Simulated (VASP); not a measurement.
# Mg3CdS2 (P-6m2) in VASP: a series of runs, part 3 of 3

VASP 6.6.1.

**4. Single point, PBE**

This run uses another cell than the first one, of 60.36 Å³/atom.

INCAR

```
SYSTEM = Mg3CdS2
ALGO     = Normal         ! electronic algorithm
EDIFF    = 1E-7           ! SCF threshold, eV
ENCUT    = 520            ! plane-wave cutoff, eV
GGA      = PE             ! functional
ISIF     = 2              ! what is computed and relaxed
ISMEAR   = 0              ! smearing method
LASPH    = .True.         ! aspherical terms in the spheres
LCHARG   = .False.        ! write CHGCAR
LREAL    = .False.        ! projectors in reciprocal space
LWAVE    = .False.        ! write WAVECAR
NBANDS   = 24             ! bands
NELM     = 100            ! most SCF steps
PREC     = Accurate       ! precision mode
SIGMA    = 0.1            ! smearing width, eV
```

KPOINTS

```
k-points
0
Gamma
  6 6 4
  0 0 0
```

POSCAR

```
Mg3CdS2
1.0
    6.0770538178      0.0000000039      0.0000000000
   -3.0385269123      5.2628829844      0.0000000000
    0.0000000000      0.0000000000     11.3229801913
Mg Cd S
3 1 2
Direct
    0.8372011532      0.1627988468      0.5000000000
    0.8372011532      0.6744023064      0.5000000000
    0.3255976936      0.1627988468      0.5000000000
    0.0000000000      0.0000000000      0.0000000000
    0.0000000000      0.0000000000      0.6540649984
    0.0000000000      0.0000000000      0.3459350016
```

Potentials or basis: VASP PAW PBE potentials, release 64 (Mg, Cd, S).

Started as:

```
$ cat potpaw_PBE.64/Mg/POTCAR potpaw_PBE.64/Cd/POTCAR potpaw_PBE.64/S/POTCAR > POTCAR
$ mpirun -np 1 vasp_std > vasp.out
```

OUTCAR:

```text
SYSTEM = Mg3CdS2
   EDIFF = 1E-7
   ENCUT = 520
   GGA = PE
   ISIF = 2
   ISMEAR = 0
   LASPH = .True.
   LREAL = .False.
   NELM = 100
   PREC = Accurate

 ion  position               nearest neighbor table
   1  0.837  0.163  0.500-   5 2.45   6 2.45   2 2.97   3 2.97   2 3.11   3 3.11
   2  0.837  0.674  0.500-   5 2.45   6 2.45   3 2.97   1 2.97   3 3.11   1 3.11
   3  0.326  0.163  0.500-   5 2.45   6 2.45   2 2.97   1 2.97   2 3.11   1 3.11
   4  0.000  0.000  0.000-
   5  0.000  0.000  0.654-   2 2.45   3 2.45   1 2.45
   6  0.000  0.000  0.346-   2 2.45   3 2.45   1 2.45

  LATTYP: Found a hexagonal cell.
 ALAT       =     6.0770538178
 C/A-ratio  =     1.8632351351

  Lattice vectors:

 A1 = (   6.0770538178,   0.0000000039,   0.0000000000)
 A2 = (  -3.0385269123,   5.2628829844,   0.0000000000)
 A3 = (   0.0000000000,   0.0000000000,  11.3229801913)

Analysis of symmetry for initial positions (statically):
=====================================================================
 Subroutine PRICEL returns:
 Original cell was already a primitive cell.

 Routine SETGRP: Setting up the symmetry group for a
 hexagonal supercell.

 Subroutine GETGRP returns: Found 12 space group operations
 (whereof 12 operations were pure point group operations)
 out of a pool of 24 trial point group operations.

The static configuration has the point symmetry D_3h.

Analysis of symmetry for dynamics (positions and initial velocities):
=====================================================================
 Subroutine PRICEL returns:
 Original cell was already a primitive cell.

 Routine SETGRP: Setting up the symmetry group for a
 hexagonal supercell.

 Subroutine GETGRP returns: Found 12 space group operations
 (whereof 12 operations were pure point group operations)
[... 124 lines left out ...]
   IMIX   =      4    mixing-type and parameters
     AMIX     =   0.40;   BMIX     =  1.00
     AMIX_MAG =   1.60;   BMIX_MAG =  1.00
  volume/ion in A,a.u.               =      60.36       407.31
  Fermi-wavevector in a.u.,A,eV,Ry     =   0.713657  1.348616  6.929529  0.509306
  Thomas-Fermi vector in A             =   1.801352
   LORBIT       =      0    0 simple, 1 ext, 2 COOP (PROOUT), +10 PAW based schemes
   GGA     = PE    functional components
   LHFCALC =     F    Hartree Fock is set to
   AEXX    =    0.0000 exact exchange contribution
   IVDW    =     0    specifies the selected vdW correction
   LEPSILON=     F    determine dielectric tensor
   LRPA    =     F    only Hartree local field effects (RPA)
 non-spin polarized calculation
 Gauss-broadening in eV      SIGMA  =   0.10
  energy-cutoff  :      520.00
  volume of cell :      362.14
 maximum number of plane-waves:      9822
 NGX is ok and might be reduce to    48
   NGX = 23   NGY = 23   NGZ = 43

 number of electron      30.0000001 magnetization

 Free energy of the ion-electron system (eV)
  ---------------------------------------------------
  ext. energy  EPLUGINS =         0.00000000
  ---------------------------------------------------
  free energy    TOTEN  =       -14.92051293 eV

  energy without entropy =      -14.92049792  energy(sigma->0) =      -14.92050542

 E-fermi :  -1.7548     XC(G=0):  -4.9256

 val. band max:       -1.9913436878   @ k =   0.3333   0.3333   0.5000
 cond. band min:      -1.5104218072   @ k =   0.5000   0.0000   0.5000
 fundamental gap:      0.4809218807
 Fermi energy:        -1.7548027591

 k-point     1 :       0.0000    0.0000    0.0000
  band No.  band energies     occupation
      1     -14.2079      2.00000
      2     -13.6251      2.00000
      3      -8.3890      2.00000
      4      -8.3890      2.00000
      5      -8.3735      2.00000
      6      -8.3735      2.00000
[... 556 lines left out ...]
     23       2.6530      0.00000
     24       3.2612      0.00000

------------------------ aborting loop because EDIFF is reached ----------------------------------------

  FORCE on cell =-STRESS in cart. coord.  units (eV):
  Direction    XX          YY          ZZ          XY          YZ          ZX
  --------------------------------------------------------------------------------------
  -------------------------------------------------------------------------------------
  Total       -0.0971692     -0.0971692      0.0929467      0.0000000      0.0000000      0.0000000
  in kB       -0.4298944     -0.4298944      0.4112130      0.0000000      0.0000000      0.0000000
  external PRESSURE =      -0.1495253 kB  Pullay stress =       0.0000000 kB

 VOLUME and BASIS-vectors are now :
 -----------------------------------------------------------------------------
  energy-cutoff  :      520.00
  volume of cell :      362.14
      direct lattice vectors                 reciprocal lattice vectors
     6.077053818  0.000000004  0.000000000     0.164553422  0.095004962  0.000000000
    -3.038526912  5.262882984  0.000000000    -0.000000000  0.190009925  0.000000000
     0.000000000  0.000000000 11.322980191     0.000000000  0.000000000  0.088315972

 POSITION                                       TOTAL-FORCE (eV/Angst)
 -----------------------------------------------------------------------------------
      4.59305      0.85679      5.66149         0.014966     -0.008641      0.000000
      3.03853      3.54930      5.66149        -0.000000      0.017282     -0.000000
      1.48401      0.85679      5.66149        -0.014966     -0.008641      0.000000
      0.00000      0.00000      0.00000         0.000000      0.000000      0.000000
      0.00000      0.00000      7.40597         0.000000      0.000000      0.000685
      0.00000      0.00000      3.91702         0.000000      0.000000     -0.000685
 -----------------------------------------------------------------------------------
    total drift:                               -0.000000      0.000000      0.000000

  FREE ENERGIE OF THE ION-ELECTRON SYSTEM (eV)
  ---------------------------------------------------
  free  energy   TOTEN  =       -14.9205129250 eV

  energy  without entropy=      -14.9204979167  energy(sigma->0) =      -14.92050542
```

OSZICAR:

```text
N       E                     dE             d eps       ncg     rms          rms(c)
DAV:   1     0.168757079944E+03    0.16876E+03   -0.98997E+03  1008   0.914E+02
DAV:   2     0.454745594060E+01   -0.16421E+03   -0.15277E+03  1328   0.184E+02
DAV:   3    -0.168667998349E+02   -0.21414E+02   -0.21246E+02  1280   0.674E+01
[... 11 lines left out ...]
DAV:  15    -0.149205047926E+02    0.20436E-04   -0.10879E-04  1200   0.392E-02    0.391E-02
DAV:  16    -0.149205112244E+02   -0.64317E-05   -0.29507E-05  1192   0.181E-02    0.159E-02
DAV:  17    -0.149205127541E+02   -0.15297E-05   -0.10537E-05  1024   0.113E-02    0.598E-03
DAV:  18    -0.149205128860E+02   -0.13188E-06   -0.96847E-07  1304   0.376E-03    0.278E-03
DAV:  19    -0.149205129250E+02   -0.39072E-07   -0.23307E-07  1088   0.174E-03
   1 F= -.14920513E+02 E0= -.14920505E+02  d E =-.150083E-04
```

stdout:

```text
POSCAR found type information on POSCAR MgCdS
 POSCAR found :  3 types and       6 ions
 scaLAPACK will be used
 LDA part: xc-table for (Slater+PW92), standard interpolation
 POSCAR, INCAR and KPOINTS ok, starting setup
 FFT: planning ... GRIDC
 FFT: planning ... GRID_SOFT
 FFT: planning ... GRID
 WAVECAR not read
 entering main loop
```

Run time: 7.8 min. Hardware: 1 thread of Intel Xeon 8259CL, shared host; peak memory 0.58 GiB.

What came out:

* Free energy: -14.9205 eV
* Pressure: 0.0 GPa
* Largest force: 0.017 eV/Å
* Band gap on the k mesh: 0.48 eV (least direct gap 0.51 eV)

Forces on the atoms (eV/Å):
```
Mg   0.015 -0.009  0.000
Mg   0.000  0.017  0.000
Mg  -0.015 -0.009  0.000
Cd   0.000  0.000  0.000
S    0.000  0.000  0.001
S    0.000  0.000 -0.001
```

Stress tensor (GPa, compression positive):
```
-0.04  0.00  0.00
 0.00 -0.04  0.00
 0.00  0.00  0.04
```

A k mesh can miss the band edges.

**5. Summary**

| task | cell | cutoff (eV) | gap on the mesh (eV) | pressure (GPa) | largest force (eV/Å) |
| --- | --- | --- | --- | --- | --- |
| single point | a = 4.492, b = 4.492, c = 6.834 Å, angles 90.0, 90.0, 120.0°, 6 atoms, atomic positions A | 520 | none | 85.1 | 20.47 |
| relaxation of cell and atoms | relaxed from a = 4.492, b = 4.492, c = 6.834 Å, angles 90.0, 90.0, 120.0°, 6 atoms, atomic positions A | 600 | 0.25 | 0.0 | 0.04 |
| single point | a = 6.077, b = 6.077, c = 11.323 Å, angles 90.0, 90.0, 120.0°, 6 atoms, atomic positions B | 520 | 0.48 | 0.0 | 0.02 |

Alike in all rows: level PBE; potentials or basis VASP PAW PBE potentials, release 64 (Mg, Cd, S); no spin polarisation; k mesh 6 × 6 × 4; smearing gaussian 0.1 eV.

Caveats: the cell stands under pressure (at least some runs); semilocal functionals underestimate gaps, so a narrow gap can read as zero (at least some runs); forces of over 1 eV/Å act on the atoms, so gaps and moduli don't describe the material at rest (at least some runs); the volume moved by over 15 % at a fixed basis, so the end points are rough (at least some runs).

Absolute energies hang on the potentials; compare differences alone.
